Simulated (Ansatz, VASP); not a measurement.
# One calculation of MnF2, two programs

File INCAR:

```
PREC = Accurate
ENCUT = 600
EDIFF = 1E-6
ISMEAR = 0
SIGMA = 0.02
LREAL = False
LASPH = True
NELM = 150
ALGO = Normal
ISIF = 3
LWAVE = False
LCHARG = False
ISPIN = 2
MAGMOM = 4.8 0 0
LORBIT = 11
LMAXMIX = 4
GGA = PE
IBRION = 2
NSW = 100
EDIFFG = -0.01
```

Contents of KPOINTS:

```
regular mesh
0
Gamma
  10 10 10
```

POSCAR

```
MnF2
1.0
    0.0000000000      2.6244578900      2.6244578900
    2.6244578900      0.0000000000      2.6244578900
    2.6244578900      2.6244578900      0.0000000000
Mn F
1 2
Direct
    0.0000000000      0.0000000000      0.0000000000
    0.2500000000      0.2500000000      0.2500000000
    0.7500000000      0.7500000000      0.7500000000
```

Input for Ansatz:

```yaml
crystal:
  lattice:
    - [0.0, 2.62445789, 2.62445789]
    - [2.62445789, 0.0, 2.62445789]
    - [2.62445789, 2.62445789, 0.0]
  atoms:
    - { symbol: Mn, position: [0.0, 0.0, 0.0], spin: 4.8 }
    - { symbol: F, position: [0.25, 0.25, 0.25] }
    - { symbol: F, position: [0.75, 0.75, 0.75] }
basis:
  ecutwfc: 420
kpoints:
  mp_grid: { grid: [10, 10, 10] }
hamiltonian:
  xc: pbe
scf:
  occupations: { method: gaussian, width: 0.02 }
output:
  forces: true
  stress: true
  eigenvalues: true
  populations: true
  write_density: true
  write_potential: true
  elf: true
  volumetric_format: npy
magnetization:
  spin_polarized: true
relax:
  adjacent_minimum: "off"
  f_tol: 0.01
  max_steps: 80
  cell: { stress_tol: 0.05 }
```

Change from the starting cell: species swapped into the BaF2 type (Fm-3m, No. 225).

Alike in both runs: task relaxation of cell and atoms; functional PBE; k mesh 10 × 10 × 10; occupations gaussian, width 0.02 eV; collinear spin.

|  | VASP | Ansatz |
| --- | --- | --- |
| version | VASP 6.6.1 | Ansatz 0.2.0 |
| potentials or method | VASP PAW PBE potentials, release 64 (Mn_pv, F), cutoff 600 eV | scalar-relativistic, plane waves, PAW |
| valence electrons in the cell | 27 | 29 |

Ansatz gave:

```
gap on the k mesh at the Fermi level, each at its own relaxed structure (eV) : 1.92
net moment per atom (μB)                                                     : 1.67
size of the moment on the site where the two differ most (μB)                : 4.35
relaxed volume (Å³/atom)                                                     : 11.96
relaxed length of the cell vector where the two differ most in proportion (Å)              : 3.702
```

Problem. What did VASP give for the same quantities?

Solution. gap on the k mesh at the Fermi level, each at its own relaxed structure (eV): 1.95; net moment per atom (μB): 1.67; size of the moment on the site where the two differ most (μB): 4.61; relaxed volume (Å³/atom): 11.91; relaxed length of the cell vector where the two differ most in proportion (Å): 3.697.

Site moments also hang on the region over which each program counts them. VASP's potentials hold 27 valence electrons a cell and Ansatz's 29, so a difference there can come from the potentials and not from the codes.
